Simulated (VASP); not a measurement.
Wanted: the native input for a VASP 6.6.1 run.

* Task: relaxation of cell and atoms
* Functional: BLYP
* Dispersion: D4
* Potentials or basis: VASP PAW PBE potentials, release 64 (Co, Ti_sv)
* Cutoff: 600 eV
* k mesh: 9 × 9 × 9
* Occupations: fermi-dirac, width 0.05 eV
* Spin: collinear spin, ferromagnetic start
* Starting moments: [2.0, 1.0] μB
* Dipole correction: no
* Further INCAR settings: ALGO = Normal; EDIFF = 1e-06; IBRION = 2; EDIFFG = -0.01; NSW = 80; ISIF = 3

The structure of TiCo lies in POSCAR:

```
TiCo
1.0
    2.9861109900      0.0000000000      0.0000000000
    0.0000000000      2.9861109900      0.0000000000
    0.0000000000      0.0000000000      2.9861109900
Co Ti
1 1
Direct
    0.5000000000      0.5000000000      0.5000000000
    0.0000000000      0.0000000000      0.0000000000
```

One way to write it, as run:

INCAR

```
AGGAC    = 1.0          
AGGAX    = 1.0          
ALDAC    = 0.0          
ALDAX    = 1.0          
ALGO     = Normal         # electronic algorithm
EDIFF    = 1E-6           # SCF threshold, eV
EDIFFG   = -0.01          # ionic threshold
ENCUT    = 600            # plane-wave cutoff, eV
GGA      = B5             # functional
IBRION   = 2              # ionic algorithm
ISIF     = 3              # what is computed and relaxed
ISMEAR   = -1             # smearing method
ISPIN    = 2              # spin polarisation
IVDW     = 13             # dispersion correction
LASPH    = True           # aspherical terms in the spheres
LCHARG   = False          # write CHGCAR
LMAXMIX  = 4              # l up to which the mixer works
LORBIT   = 11             # projections on sites
LREAL    = False          # projectors in reciprocal space
LWAVE    = False          # write WAVECAR
MAGMOM   = 2 1            # initial moments
NELM     = 150            # most SCF steps
NSW      = 80             # ionic steps
PREC     = Accurate       # precision mode
SIGMA    = 0.05           # smearing width, eV
VDW_A1   = 0.44488865   
VDW_A2   = 4.0933009    
VDW_S6   = 1.0          
VDW_S8   = 2.34076671
```

KPOINTS

```
k-points
0
Gamma
  9 9 9
```

Potentials or basis: VASP PAW PBE potentials, release 64 (Co, Ti_sv).

Command:

```sh
$ cat potpaw_PBE.64/Co/POTCAR potpaw_PBE.64/Ti_sv/POTCAR > POTCAR
$ mpirun -np 1 vasp_std > vasp.out
```

Results of the run:

- Relaxed volume: 13.09 Å³/atom
- Relaxed cell: a = 2.969 Å, b = 2.969 Å, c = 2.969 Å, α = 90.00°, β = 90.00°, γ = 90.00°
- Space group after relaxing (to 0.05 Å): Pm-3m (No. 221)
- Energy gained by relaxing: 2.0 meV/atom
- Ionic steps: 3
- Pressure after relaxing: 0.0 GPa
- Net moment: 0.70 μB per cell
- Site moments: Co +0.73; Ti -0.00 μB
- Valence electrons inside the program's atomic spheres: Co 8.36; Ti 10.36
- Dispersion energy per atom: -0.591 eV

Caveat: the PAW data sets were made with another functional, which shifts forces and pressure a little; pairwise dispersion overbinds metals, which lowers pressure and volume.

Wall time 78 s on 1 thread of Intel(R) Xeon(R) Platinum 8488C (Sapphire Rapids), on a shared host, peak memory 0.17 GiB.
